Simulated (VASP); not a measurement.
# CoBi (rocksalt type) in VASP: a series of runs, part 2 of 2

VASP 6.6.1. Earlier steps stand in the parts before.

### 3 Single point, PBE, collinear spin, ferromagnetic start (18.71 Å³/atom)

This run uses another cell than the first one, of 18.71 Å³/atom.

Contents of INCAR:

```
SYSTEM = CoBi
PREC = Accurate
ENCUT = 520
EDIFF = 1E-6
ISMEAR = -1
SIGMA = 0.05
LREAL = .False.
LASPH = .True.
NELM = 150
ALGO = Normal
ISIF = 2
LWAVE = .False.
LCHARG = .False.
ISPIN = 2
MAGMOM = 2 0
LORBIT = 11
LMAXMIX = 4
GGA = PE
NBANDS = 23
```

Contents of KPOINTS:

```
Automatic mesh
0
Gamma
  13 13 13
  0 0 0
```

Contents of POSCAR:

```
CoBi
1.0
    0.0000000000      2.6545566849      2.6545566849
    2.6545566849      0.0000000000      2.6545566849
    2.6545566849      2.6545566849      0.0000000000
Co Bi
1 1
Direct
    0.0000000000      0.0000000000      0.0000000000
    0.5000000000      0.5000000000      0.5000000000
```

Potentials or basis: VASP PAW PBE potentials, release 64 (Co, Bi_d).

The run is started by

```
$ cat potpaw_PBE.64/Co/POTCAR potpaw_PBE.64/Bi_d/POTCAR > POTCAR
$ mpirun -np 1 vasp_std > vasp.out
```

OUTCAR:

```text
SYSTEM = CoBi
   PREC = Accurate
   ENCUT = 520
   EDIFF = 1E-6
   ISMEAR = -1
   LREAL = .False.
   LASPH = .True.
   NELM = 150
   ISIF = 2
   ISPIN = 2
   LORBIT = 11
   GGA = PE

 ion  position               nearest neighbor table
   1  0.000  0.000  0.000-   2 2.65   2 2.65   2 2.65   2 2.65   2 2.65   2 2.65
   2  0.500  0.500  0.500-   1 2.65   1 2.65   1 2.65   1 2.65   1 2.65   1 2.65

  LATTYP: Found a face centered cubic cell.
 ALAT       =     5.3091133698

  Lattice vectors:

 A1 = (   0.0000000000,   2.6545566849,   2.6545566849)
 A2 = (   2.6545566849,   0.0000000000,   2.6545566849)
 A3 = (   2.6545566849,   2.6545566849,   0.0000000000)

Analysis of symmetry for initial positions (statically):
=====================================================================
 Subroutine PRICEL returns:
 Original cell was already a primitive cell.

 Routine SETGRP: Setting up the symmetry group for a
 face centered cubic supercell.

[... 822 lines left out ...]
      5     -12.9913      1.00000
      6      -3.7601      1.00000
[... 613 lines left out ...]
     22      26.6201      0.00000
     23      27.3496      0.00000

 [... further k-points ...]

------------------------ aborting loop because EDIFF is reached ----------------------------------------

  FORCE on cell =-STRESS in cart. coord.  units (eV):
  Direction    XX          YY          ZZ          XY          YZ          ZX
  --------------------------------------------------------------------------------------
  -------------------------------------------------------------------------------------
  Total        1.1539007      1.1539007      1.1539007      0.0000000      0.0000000      0.0000000
  in kB       49.4166167     49.4166167     49.4166167      0.0000000      0.0000000      0.0000000
  external PRESSURE =      49.4166167 kB  Pullay stress =       0.0000000 kB

 VOLUME and BASIS-vectors are now :
 -----------------------------------------------------------------------------
  energy-cutoff  :      520.00
  volume of cell :       37.41
      direct lattice vectors                 reciprocal lattice vectors
     0.000000000  2.654556685  2.654556685    -0.188355368  0.188355368  0.188355368
     2.654556685  0.000000000  2.654556685     0.188355368 -0.188355368  0.188355368
     2.654556685  2.654556685  0.000000000     0.188355368  0.188355368 -0.188355368

 POSITION                                       TOTAL-FORCE (eV/Angst)
 -----------------------------------------------------------------------------------
      0.00000      0.00000      0.00000        -0.000000      0.000000     -0.000000
      2.65456      2.65456      2.65456         0.000000     -0.000000      0.000000
 -----------------------------------------------------------------------------------
    total drift:                                0.000000      0.000000      0.000000

  FREE ENERGIE OF THE ION-ELECTRON SYSTEM (eV)
  ---------------------------------------------------
  free  energy   TOTEN  =        -9.8185984203 eV

  energy  without entropy=       -9.8025317838  energy(sigma->0) =       -9.81056510

 total charge

# of ion       s       p       d       tot
------------------------------------------
    1        0.412   0.310   7.524   8.246
    2        1.453   1.528   9.958  12.940
--------------------------------------------------
tot          1.866   1.838  17.483  21.186

 magnetization (x)

# of ion       s       p       d       tot
------------------------------------------
    1        0.020   0.002   0.422   0.445
    2        0.009  -0.033   0.006  -0.019
--------------------------------------------------
tot          0.028  -0.030   0.428   0.426
```

OSZICAR:

```text
N       E                     dE             d eps       ncg     rms          rms(c)
DAV:   1     0.207308794463E+03    0.20731E+03   -0.11569E+04  7870   0.137E+03
DAV:   2     0.624948271573E+01   -0.20106E+03   -0.19275E+03  7889   0.342E+02
DAV:   3    -0.970745359696E+01   -0.15957E+02   -0.15758E+02  9359   0.996E+01
DAV:   4    -0.101542457008E+02   -0.44679E+00   -0.44649E+00  9209   0.170E+01
DAV:   5    -0.101762163469E+02   -0.21971E-01   -0.21969E-01 11306   0.347E+00    0.749E+00
DAV:   6    -0.120440744682E+02   -0.18679E+01   -0.18415E+01  9384   0.361E+01    0.149E+01
DAV:   7    -0.979850633032E+01    0.22456E+01   -0.98798E+00  8939   0.281E+01    0.189E+00
DAV:   8    -0.981835748216E+01   -0.19851E-01   -0.17478E-01 10277   0.309E+00    0.105E+00
DAV:   9    -0.981864634922E+01   -0.28887E-03   -0.23948E-02 11544   0.106E+00    0.427E-01
DAV:  10    -0.981861239980E+01    0.33949E-04   -0.39846E-03 11860   0.424E-01    0.123E-01
DAV:  11    -0.981859192001E+01    0.20480E-04   -0.29002E-04 10668   0.144E-01    0.360E-02
DAV:  12    -0.981860228191E+01   -0.10362E-04   -0.36937E-05 10923   0.465E-02    0.275E-02
DAV:  13    -0.981859963966E+01    0.26422E-05   -0.45711E-06  9511   0.145E-02    0.793E-03
DAV:  14    -0.981859840307E+01    0.12366E-05   -0.96577E-07  6049   0.694E-03    0.222E-03
DAV:  15    -0.981859842031E+01   -0.17234E-07   -0.30831E-07  4921   0.423E-03
   1 F= -.98185984E+01 E0= -.98105651E+01  d E =-.160666E-01  mag=     0.4187
```

stdout:

```text
POSCAR found type information on POSCAR CoBi
 POSCAR found :  2 types and       2 ions
 scaLAPACK will be used
 LDA part: xc-table for (Slater+PW92), standard interpolation
 POSCAR, INCAR and KPOINTS ok, starting setup
 FFT: planning ... GRIDC
 FFT: planning ... GRID_SOFT
 FFT: planning ... GRID
 WAVECAR not read
 entering main loop
```

Run time: 2.7 min. Hardware: 1 thread of Intel Xeon 8259CL, shared host; peak memory 0.25 GiB.

Results:

```
Free energy                                           : -9.8186 eV
Pressure                                              : 4.9 GPa
Net moment                                            : 0.42 μB per cell
Site moments                                          : Co +0.45; Bi -0.02 μB
Valence electrons inside the program's atomic spheres : Co 8.25; Bi 12.94
```

Levels at points of the mesh, in eV from the Fermi level:
Spin up:
| k point | band 8 | band 9 | band 10 | band 11 | band 12 | band 13 | band 14 | band 15 | band 16 | band 17 |
| --- | --- | --- | --- | --- | --- | --- | --- | --- | --- | --- |
| (0.00, 0.00, 0.00) | -1.27 | -1.27 | -1.25 | -1.25 | 2.69 | 2.69 | 2.69 | 6.09 | 8.23 | 10.37 |
Spin down:
```csv
k point,band 8,band 9,band 10,band 11,band 12,band 13,band 14,band 15,band 16,band 17
"(0.00, 0.00, 0.00)",-1.01,-1.01,-0.67,-0.67,2.69,2.69,2.69,6.15,8.18,10.40
```

Caveat: the cell stands under pressure; spin-orbit coupling is left out, which moves the levels of the heavy elements.

### 4 Single point, PBE, collinear spin, ferromagnetic start (19.20 Å³/atom)

This run uses another cell than the first one, of 19.20 Å³/atom.

Contents of INCAR:

```
SYSTEM = CoBi
ALGO = Normal ; EDIFF = 1E-7
ENCUT = 520 ; GGA = PE
ISIF = 2 ; ISMEAR = -1
ISPIN = 2 ; LASPH = .True.
LCHARG = .False. ; LMAXMIX = 4
LORBIT = 11 ; LREAL = .False.
LWAVE = .False. ; MAGMOM = 2 0
NBANDS = 23 ; NELM = 150
PREC = Accurate ; SIGMA = 0.05
```

Contents of KPOINTS:

```
k-points
0
Gamma
  13 13 13
  0 0 0
```

Contents of POSCAR:

```
CoBi
1.0
    0.0000000000      2.6776409452      2.6776409452
    2.6776409452      0.0000000000      2.6776409452
    2.6776409452      2.6776409452      0.0000000000
Co Bi
1 1
Direct
    0.0000000000      0.0000000000      0.0000000000
    0.5000000000      0.5000000000      0.5000000000
```

The run is started by

```
$ cat potpaw_PBE.64/Co/POTCAR potpaw_PBE.64/Bi_d/POTCAR > POTCAR
$ mpirun -np 1 vasp_std > vasp.out
```

It took 5 min on 1 thread of Intel Xeon 8259CL, shared host; peak memory 0.26 GiB.

Results (log left out):

```
Free energy                                           : -9.8409 eV
Pressure                                              : 2.2 GPa
Net moment                                            : 0.48 μB per cell
Site moments                                          : Co +0.52; Bi -0.03 μB
Valence electrons inside the program's atomic spheres : Co 8.20; Bi 12.92
```

Levels at points of the mesh, in eV from the Fermi level:
Spin up:
| k point | band 8 | band 9 | band 10 | band 11 | band 12 | band 13 | band 14 | band 15 | band 16 | band 17 |
| --- | --- | --- | --- | --- | --- | --- | --- | --- | --- | --- |
| (0.00, 0.00, 0.00) | -1.26 | -1.24 | -1.24 | -1.24 | 2.61 | 2.61 | 2.61 | 5.75 | 8.27 | 10.23 |
Spin down:
| k point | band 9 | band 10 | band 11 | band 12 | band 13 | band 14 | band 15 | band 16 |
| --- | --- | --- | --- | --- | --- | --- | --- | --- |
| (0.00, 0.00, 0.00) | -0.93 | -0.59 | -0.59 | 2.60 | 2.60 | 2.60 | 5.82 | 8.22 |

Caveat: spin-orbit coupling is left out, which moves the levels of the heavy elements.

### 5 Summary

| cell | cutoff (eV) | gap on the mesh (eV) | pressure (GPa) | moment (μB) |
| --- | --- | --- | --- | --- |
| a = 3.781 Å, angles 61.3°, 2 atoms | 600 | none | 0.0 | 0.54 |
| a = 3.754 Å, angles 60.0°, 2 atoms | 520 | none | 4.9 | 0.42 |
| a = 3.787 Å, angles 60.0°, 2 atoms | 520 | none | 2.2 | 0.48 |

Alike in all rows: task single point; level PBE; potentials or basis VASP PAW PBE potentials, release 64 (Co, Bi_d); spin collinear, ferromagnetic start; k mesh 13 × 13 × 13; smearing fermi-dirac 0.05 eV.

Caveats: spin-orbit coupling is left out, which moves the levels of the heavy elements; the cell stands under pressure (at least some runs).

Total energies depend on the potentials used, so only differences within one code and one set of settings carry meaning.
